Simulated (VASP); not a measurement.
Write the native input for VASP 6.6.1 that does the following.

- Task: single point
- Functional: r2SCAN
- Potentials or basis: VASP PAW PBE potentials, release 64 (Pb_d, S)
- Cutoff: 520 eV
- k mesh: 8 × 8 × 8
- Occupations: fermi-dirac, width 0.02 eV
- Spin: non-collinear spin, zero start, spin-orbit coupling
- Starting moments: [[0.0, 0.0, 0.0], [0.0, 0.0, 0.0]] μB
- Dipole correction: no
- Further INCAR settings: ALGO = Normal; EDIFF = 1e-07; NBANDS = 32

The system is PbS.

```
CELL_PARAMETERS angstrom
0.00000 2.89762 3.01014
2.89762 0.00000 3.01014
2.89762 2.89762 0.00000
ATOMIC_POSITIONS crystal
Pb 0.00000 0.00000 0.00000
S 0.50000 0.50000 0.50000
```

This cell differs from its parent crystal: epitaxial xy strain -3.0%.

These files were run (other wordings do the same):

POSCAR

```
PbS
1.0
    0.0000000000      2.8976156959      3.0101436214
    2.8976156959      0.0000000000      3.0101436214
    2.8976156959      2.8976156959      0.0000000000
Pb S
1 1
Direct
    0.0000000000      0.0000000000      0.0000000000
    0.5000000000      0.5000000000      0.5000000000
```

INCAR.step1

```
PREC = Accurate
ENCUT = 520
ISMEAR = -1
SIGMA = 0.02
LREAL = False
LASPH = True
NELM = 150
MAGMOM = 0 0 0 0 0 0
LSORBIT = True
GGA_COMPAT = False
NBANDS = 32
GGA = PE
ALGO = Normal
EDIFF = 1E-4
LWAVE = True
LCHARG = False
```

INCAR.step2

```
PREC = Accurate
ENCUT = 520
EDIFF = 1E-7
ISMEAR = -1
SIGMA = 0.02
LREAL = False
LASPH = True
NELM = 150
ALGO = Normal
ISIF = 2
LWAVE = False
LCHARG = True
MAGMOM = 0 0 0 0 0 0
LORBIT = 11
LSORBIT = True
GGA_COMPAT = False
LORBMOM = True
METAGGA = R2SCAN
LMIXTAU = True
LVHAR = True
NBANDS = 32
ISTART = 1
```

KPOINTS

```
regular mesh
0
Gamma
  8 8 8
```

Potentials or basis: VASP PAW PBE potentials, release 64 (Pb_d, S).

Launch:

```console
$ cat potpaw_PBE.64/Pb_d/POTCAR potpaw_PBE.64/S/POTCAR > POTCAR
$ cp INCAR.step1 INCAR
$ mpirun -np 1 vasp_ncl > vasp.out
$ cp INCAR.step2 INCAR
$ mpirun -np 1 vasp_ncl > vasp.out
```

Results of the run:

```json
{"Pressure": "3.4 GPa", "Net moment": "0.00 μB per cell", "Valence electrons inside the program's atomic spheres": "Pb 11.85; S 3.71"}
```

Caveat: the cell differs from its parent crystal (epitaxial xy strain -3.0%); the cell stands under pressure; the PAW data sets were made with another functional, which shifts forces and pressure a little.

It took 7.1 min on 1 thread of Intel(R) Xeon(R) 6975P-C (Granite Rapids), on a shared host, peak memory 0.43 GiB.
